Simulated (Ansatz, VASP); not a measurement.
Two plane-wave programs on LiF

```
Li F
1.0
     2.61559   -0.00215   -0.01287
    -0.00215    2.57346   -0.01385
    -0.01287   -0.01385    2.58093
Li F
1 1
Cartesian
  -0.0236 0.0162 0.0106
  1.3239 1.2626 1.2665
```

Change from the starting cell: all atoms moved at random, cell strained at random.

Alike in both runs: task single point; functional PBE; k mesh 10 × 10 × 10; occupations gaussian, width 0.02 eV; no spin polarisation.

|  | VASP | Ansatz |
| --- | --- | --- |
| version | VASP 6.6.1 | Ansatz 0.2.0 |
| potentials or method | VASP PAW PBE potentials, release 64 (Li_sv, F), cutoff 520 eV | scalar-relativistic, plane waves, PAW |
| valence electrons in the cell | 10 | 10 |

```csv
,VASP,Ansatz,Ansatz less VASP
gap on the k mesh at the Fermi level (eV),7.19,7.18,-0.007
least direct gap on the mesh (eV),7.78,7.78,-0.008
rms of the force components (eV/Å),0.019,0.019,-0.0005
```

Atom by atom the forces differ by 0.001 eV/Å (rms over components).

Noted on VASP's run: the cutoff is under 1.25 times that of the potentials, so the pressure is a little rough.
